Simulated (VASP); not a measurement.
# HfC (P6_3/mmc) in VASP: further runs

The runs below take HfC through single point, with r2SCAN.

Everything below comes from runs of VASP 6.6.1. Logs are shortened: lines on timing, memory, paths and dates and some standing lists are left out, and cuts for length are marked.

## 1. The cell of the first run

It takes space group P6_3/mmc (No. 194, hexagonal). The conventional cell has a = 3.251 Å, b = 3.251 Å, c = 5.060 Å, α = 90.00°, β = 90.00°, γ = 120.00°. Within 3.0 Å of Hf (site symmetry -6m2) lie 6 C at 2.26 Å. C (site symmetry -3m) has 6 Hf at 2.26 Å and 2 C at 2.53 Å within 3.0 Å.

## 2. Single point, r2SCAN

File POSCAR:

```
HfC
1.0
    3.2512341191      0.0000000000      0.0000000000
   -1.6256170596      2.8156514600      0.0000000000
    0.0000000000      0.0000000000      5.0601015024
Hf C
2 2
Direct
    0.6666666667      0.3333333333      0.7500000000
    0.3333333333      0.6666666667      0.2500000000
    0.0000000000      0.0000000000      0.0000000000
    0.0000000000      0.0000000000      0.5000000000
```

File INCAR.step1:

```
SYSTEM = HfC
PREC     = Accurate       ! precision mode
ENCUT    = 520            ! plane-wave cutoff, eV
ISMEAR   = -1             ! smearing method
SIGMA    = 0.1            ! smearing width, eV
LREAL    = .FALSE.        ! projectors in reciprocal space
LASPH    = .TRUE.         ! aspherical terms in the spheres
NELM     = 60             ! most SCF steps
NBANDS   = 22             ! bands
GGA      = PE             ! functional
ALGO     = Normal         ! electronic algorithm
EDIFF    = 1E-4           ! SCF threshold, eV
LWAVE    = .TRUE.         ! write WAVECAR
LCHARG   = .FALSE.        ! write CHGCAR
```

File INCAR.step2:

```
SYSTEM = HfC
PREC     = Accurate       ! precision mode
ENCUT    = 520            ! plane-wave cutoff, eV
EDIFF    = 1E-6           ! SCF threshold, eV
ISMEAR   = -1             ! smearing method
SIGMA    = 0.1            ! smearing width, eV
LREAL    = .FALSE.        ! projectors in reciprocal space
LASPH    = .TRUE.         ! aspherical terms in the spheres
NELM     = 60             ! most SCF steps
ALGO     = Normal         ! electronic algorithm
ISIF     = 2              ! what is computed and relaxed
LWAVE    = .FALSE.        ! write WAVECAR
LCHARG   = .FALSE.        ! write CHGCAR
METAGGA  = R2SCAN         ! meta-GGA
LMIXTAU  = .TRUE.       
NBANDS   = 22             ! bands
ISTART   = 1
```

File KPOINTS:

```
Automatic mesh
0
G
  8 8 5
  0 0 0
```

Potentials or basis: VASP PAW PBE potentials, release 64 (Hf_pv, C).

On the command line:

```console
cat potpaw_PBE.64/Hf_pv/POTCAR potpaw_PBE.64/C/POTCAR > POTCAR
cp INCAR.step1 INCAR
mpirun -np 1 vasp_std > vasp.out
cp INCAR.step2 INCAR
mpirun -np 1 vasp_std > vasp.out
```

OUTCAR:

```text
SYSTEM = HfC
   PREC = Accurate
   ENCUT = 520
   EDIFF = 1E-6
   ISMEAR = -1
   LREAL = .FALSE.
   LASPH = .TRUE.
   NELM = 60
   ISIF = 2
   METAGGA = R2SCAN
   ISTART = 1

 ion  position               nearest neighbor table
   1  0.667  0.333  0.750-   3 2.26   4 2.26   3 2.26   4 2.26   3 2.26   4 2.26   2 3.15   2 3.15
                             2 3.15   2 3.15   2 3.15   2 3.15
   2  0.333  0.667  0.250-   3 2.26   4 2.26   3 2.26   4 2.26   3 2.26   4 2.26   1 3.15   1 3.15
                             1 3.15   1 3.15   1 3.15   1 3.15
   3  0.000  0.000  0.000-   1 2.26   2 2.26   1 2.26   2 2.26   1 2.26   2 2.26
   4  0.000  0.000  0.500-   1 2.26   2 2.26   1 2.26   2 2.26   1 2.26   2 2.26

  LATTYP: Found a hexagonal cell.
 ALAT       =     3.2512341191
 C/A-ratio  =     1.5563633122

  Lattice vectors:

 A1 = (   3.2512341191,   0.0000000000,   0.0000000000)
 A2 = (  -1.6256170596,   2.8156514600,   0.0000000000)
 A3 = (   0.0000000000,   0.0000000000,   5.0601015024)

Analysis of symmetry for initial positions (statically):
=====================================================================
 Subroutine PRICEL returns:
 Original cell was already a primitive cell.

 Routine SETGRP: Setting up the symmetry group for a
 hexagonal supercell.

 Subroutine GETGRP returns: Found 24 space group operations
 (whereof 12 operations were pure point group operations)
 out of a pool of 24 trial point group operations.

The static configuration has the point symmetry D_3d.
 The point group associated with its full space group is D_6h.

Analysis of symmetry for dynamics (positions and initial velocities):
=====================================================================
 Subroutine PRICEL returns:
 Original cell was already a primitive cell.

 Routine SETGRP: Setting up the symmetry group for a
 hexagonal supercell.

 Subroutine GETGRP returns: Found 24 space group operations
 (whereof 12 operations were pure point group operations)
 out of a pool of 24 trial point group operations.

The dynamic configuration has the point symmetry D_3d.
 The point group associated with its full space group is D_6h.

 Subroutine INISYM returns: Found 24 space group operations
 (whereof 12 operations are pure point group operations),
 and found     1 'primitive' translations

----------------------------------------------------------------------------------------

                                     Primitive cell

  volume of cell :      46.3219

  direct lattice vectors                    reciprocal lattice vectors
     3.251234119  0.000000000  0.000000000     0.307575512  0.177578797  0.000000000
    -1.625617060  2.815651460  0.000000000     0.000000000  0.355157595  0.000000000
     0.000000000  0.000000000  5.060101502     0.000000000  0.000000000  0.197624494

  length of vectors
     3.251234119  3.251234222  5.060101502     0.355157606  0.355157595  0.197624494

  position of ions in fractional coordinates (direct lattice)
     0.666666667  0.333333333  0.750000000
     0.333333333  0.666666667  0.250000000
     0.000000000  0.000000000  0.000000000
     0.000000000  0.000000000  0.500000000

  ion indices of the primitive-cell ions
   primitive index   ion index
                 1           1
                 2           2
                 3           3
                 4           4

----------------------------------------------------------------------------------------

 KPOINTS: Automatic mesh

Automatic generation of k-mesh.
 Grid dimensions read from file:
 generate k-points for:    8    8    5

 Generating k-lattice:

  Cartesian coordinates                     Fractional coordinates (reciprocal lattice)
     0.038446939  0.022197350  0.000000000     0.125000000  0.000000000  0.000000000
     0.000000000  0.044394699  0.000000000     0.000000000  0.125000000  0.000000000
     0.000000000  0.000000000  0.039524899     0.000000000  0.000000000  0.200000000

  Length of vectors
     0.044394701  0.044394699  0.039524899

  Shift w.r.t. Gamma in fractional coordinates (k-lattice)
     0.000000000  0.000000000  0.000000000

 Subroutine IBZKPT returns following result:
 ===========================================

 Found     30 irreducible k-points:

 Following reciprocal coordinates:
            Coordinates               Weight
  0.000000  0.000000  0.000000      1.000000
  0.125000  0.000000  0.000000      6.000000
  0.250000  0.000000  0.000000      6.000000
  0.375000  0.000000  0.000000      6.000000
  0.500000  0.000000  0.000000      3.000000
  0.125000  0.125000  0.000000      6.000000
[... 16 lines left out ...]
  0.250000  0.000000  0.400000     12.000000
  0.375000  0.000000  0.400000     12.000000
 [... further k-points ...]
   k-points           NKPTS =     30   k-points in BZ     NKDIM =     30   number of bands    NBANDS=     22
   number of dos      NEDOS =    301   number of ions     NIONS =      4
   total plane-waves  NPLWV =  23040
   dimension x,y,z NGX =    24 NGY =   24 NGZ =   40
   dimension x,y,z NGXF=    48 NGYF=   48 NGZF=   80
   ions per type =               2   2
   NGX,Y,Z   is equivalent  to a cutoff of  12.27, 12.27, 13.14 a.u.
   NGXF,Y,Z  is equivalent  to a cutoff of  24.54, 24.54, 26.28 a.u.
 SYSTEM =  HfC
   PREC   = accura    normal or accurate (medium, high low for compatibility)
   ISTART =      1    job   : 0-new  1-cont  2-samecut
   ICHARG =      0    charge: 1-file 2-atom 10-const
   ISPIN  =      1    spin polarized calculation?
   LNONCOLLINEAR =      F non collinear calculations
   LSORBIT =      F    spin-orbit coupling
   LASPH  =      T    aspherical Exc in radial PAW
   ENCUT  =  520.0 eV  38.22 Ry    6.18 a.u.   6.05  6.05  9.41*2*pi/ulx,y,z
   NELM   =     60;   NELMIN=  2; NELMDL=  0     # of ELM steps
   EDIFF  = 0.1E-05   stopping-criterion for ELM
   LREAL  =      F    real-space projection
   EDIFFG = 0.1E-04   stopping-criterion for IOM
   NSW    =      0    number of steps for IOM
   IBRION =     -1    ionic relax: 0-MD 1-quasi-New 2-CG
   NFREE  =      0    steps in history (QN), initial steepest desc. (CG)
   ISIF   =      2    stress and relaxation
   ISYM   =      2    0-nonsym 1-usesym 2-fastsym
   POTIM  = 0.5000    time-step for ionic-motion
   TEBEG  =    0.0;   TEEND  =   0.0 temperature during run
   PSTRESS=    0.0 pullay stress
   NELECT =      28.0000    total number of electrons
   NUPDOWN=      -1.0000    fix difference up-down
   EMIN   =  10.00;   EMAX   =-10.00  energy-range for DOS
   EFERMI =   0.00;   METHOD = LEGACY
   ISMEAR =    -1;   SIGMA  =   0.10  broadening in eV -4-tet -1-fermi 0-gaus
   EFERMI_NEDOS =   21; number of points for ismear=-14 and -15
   IALGO  =     38    algorithm
   IMIX   =      4    mixing-type and parameters
     AMIX     =   0.40;   BMIX     =  1.00
     AMIX_MAG =   1.60;   BMIX_MAG =  1.00
  volume/ion in A,a.u.               =      11.58        78.15
  Fermi-wavevector in a.u.,A,eV,Ry     =   1.384200  2.615758 26.068879  1.916009
  Thomas-Fermi vector in A             =   2.508726
   LORBIT       =      0    0 simple, 1 ext, 2 COOP (PROOUT), +10 PAW based schemes
   METAGGA = R2SCAN    functional components
   LHFCALC =     F    Hartree Fock is set to
   AEXX    =    0.0000 exact exchange contribution
   IVDW    =     0    specifies the selected vdW correction
   LEPSILON=     F    determine dielectric tensor
   LRPA    =     F    only Hartree local field effects (RPA)
 non-spin polarized calculation
  energy-cutoff  :      520.00
  volume of cell :       46.32
 maximum number of plane-waves:      1264
   NGX = 13   NGY = 13   NGZ = 19

 number of electron      28.0000001 magnetization

 Free energy of the ion-electron system (eV)
  ---------------------------------------------------
  ext. energy  EPLUGINS =         0.00000000
  ---------------------------------------------------
  free energy    TOTEN  =      -113.53908868 eV

  energy without entropy =     -113.51655080  energy(sigma->0) =     -113.52781974

 E-fermi :   7.0284     XC(G=0): -13.6028

 val. band max:        6.9901960183   @ k =   0.0000   0.0000   0.2000
 cond. band min:       7.2638015260   @ k =   0.3750   0.2500   0.0000
 fundamental gap:      0.2736055077
 Fermi energy:         7.0283571435

 k-point     1 :       0.0000    0.0000    0.0000
  band No.  band energies     occupation
      1     -24.6414      2.00000
      2     -23.8420      2.00000
      3     -23.8420      2.00000
      4     -23.7298      2.00000
      5     -23.7298      2.00000
      6     -23.6232      2.00000
[... 14 lines left out ...]
     21      11.9704      0.00000
     22      16.4585      0.00000

 k-point     2 :       0.1250    0.0000    0.0000
  band No.  band energies     occupation
      1     -24.5909      2.00000
      2     -23.9454      2.00000
      3     -23.8811      2.00000
      4     -23.8228      2.00000
      5     -23.7323      2.00000
      6     -23.6413      2.00000
[... 14 lines left out ...]
     21      12.8170      0.00000
     22      15.7243      0.00000

 k-point     3 :       0.2500    0.0000    0.0000
  band No.  band energies     occupation
      1     -24.4554      2.00000
      2     -24.1963      2.00000
      3     -24.0301      2.00000
      4     -23.9624      2.00000
      5     -23.7504      2.00000
      6     -23.6978      2.00000
[... 14 lines left out ...]
     21      14.5759      0.00000
     22      14.7182      0.00000
[... 476 lines left out ...]
 k-point    23 :       0.2500    0.0000    0.4000
  band No.  band energies     occupation
      1     -24.3707      2.00000
      2     -24.2491      2.00000
      3     -23.9565      2.00000
      4     -23.8901      2.00000
      5     -23.8246      2.00000
      6     -23.8142      2.00000
[... 14 lines left out ...]
     21      14.7841      0.00000
     22      14.9680      0.00000

 k-point    24 :       0.3750    0.0000    0.4000
  band No.  band energies     occupation
      1     -24.5167      2.00000
      2     -24.4400      2.00000
      3     -23.9502      2.00000
      4     -23.9472      2.00000
      5     -23.8670      2.00000
      6     -23.8210      2.00000
[... 14 lines left out ...]
     21      15.3518      0.00000
     22      15.6390      0.00000

 [... further k-points ...]

------------------------ aborting loop because EDIFF is reached ----------------------------------------

  FORCE on cell =-STRESS in cart. coord.  units (eV):
  Direction    XX          YY          ZZ          XY          YZ          ZX
  --------------------------------------------------------------------------------------
  -------------------------------------------------------------------------------------
  Total        5.1223845      5.1223849      6.5315286     -0.0000000      0.0000000      0.0000000
  in kB      177.1725319    177.1725469    225.9118686     -0.0000000      0.0000000      0.0000000
  external PRESSURE =     193.4189825 kB  Pullay stress =       0.0000000 kB

 VOLUME and BASIS-vectors are now :
 -----------------------------------------------------------------------------
  energy-cutoff  :      520.00
  volume of cell :       46.32
      direct lattice vectors                 reciprocal lattice vectors
     3.251234119  0.000000000  0.000000000     0.307575512  0.177578797  0.000000000
    -1.625617060  2.815651460  0.000000000     0.000000000  0.355157595  0.000000000
     0.000000000  0.000000000  5.060101502     0.000000000  0.000000000  0.197624494

 POSITION                                       TOTAL-FORCE (eV/Angst)
 -----------------------------------------------------------------------------------
      1.62562      0.93855      3.79508         0.000000      0.000000      0.000000
     -0.00000      1.87710      1.26503        -0.000000     -0.000000      0.000000
      0.00000      0.00000      0.00000        -0.000000      0.000000      0.000000
      0.00000      0.00000      2.53005        -0.000000      0.000000      0.000000
 -----------------------------------------------------------------------------------
    total drift:                               -0.000000      0.000000     -0.000000

  FREE ENERGIE OF THE ION-ELECTRON SYSTEM (eV)
  ---------------------------------------------------
  free  energy   TOTEN  =      -113.5390886792 eV

  energy  without entropy=     -113.5165507992  energy(sigma->0) =     -113.52781974
```

It took 43 s on 1 thread of Intel Xeon 6975P-C (Granite Rapids), shared host; peak memory 0.18 GiB.

Results:

* Free energy: -113.5391 eV
* Pressure: 19.3 GPa
* Band gap on the k mesh: zero (band 14 reaches 8.35 eV, above the bottom of band 15 at 6.89 eV)

Caveat: the PAW data sets were made with another functional, which shifts forces and pressure a little; spin-orbit coupling is left out, which moves the levels of the heavy elements.

(Continued in part 2 of 2.)
